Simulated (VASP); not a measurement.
Input of a VASP 6.6.1 run:

INCAR

```
SYSTEM = W
ALGO     = Fast           ! electronic algorithm
EDIFF    = 1E-7           ! SCF threshold, eV
ENCUT    = 520            ! plane-wave cutoff, eV
GGA      = CA             ! functional
ISIF     = 2              ! what is computed and relaxed
ISMEAR   = 0              ! smearing method
LASPH    = .True.         ! aspherical terms in the spheres
LCHARG   = .False.        ! write CHGCAR
LREAL    = .False.        ! projectors in reciprocal space
LWAVE    = .False.        ! write WAVECAR
NBANDS   = 13             ! bands
NELM     = 60             ! most SCF steps
PREC     = Accurate       ! precision mode
SIGMA    = 0.15           ! smearing width, eV
```

KPOINTS

```
k-points
0
Gamma
  22 22 22
  0 0 0
```

POSCAR

```
W
1.0
    0.0000000000      2.2417542758      1.4849380323
    2.2417542758      0.0000000000      1.4849380323
    2.2417542758      2.2417542758      0.0000000000
W
1
Direct
    0.0000000000      0.0000000000      0.0000000000
```

Potentials or basis: VASP PAW LDA potentials, release 64 (W_sv).

Launch:

```bash
$ cat potpaw_LDA.64/W_sv/POTCAR > POTCAR
$ mpirun -np 1 vasp_std > vasp.out
```

Task: Predict the pressure.

Result: 14.4 GPa.

Task: Predict the band gap on the k mesh.

Result: Zero (bands 7 and 8 overlap by 6.77 eV).

Stress tensor (GPa, compression positive):
```
 6.26  0.00  0.00
 0.00  6.26  0.00
 0.00  0.00 30.81
```

Caveat: the cell stands under pressure; spin-orbit coupling is left out, which moves the levels of the heavy elements.
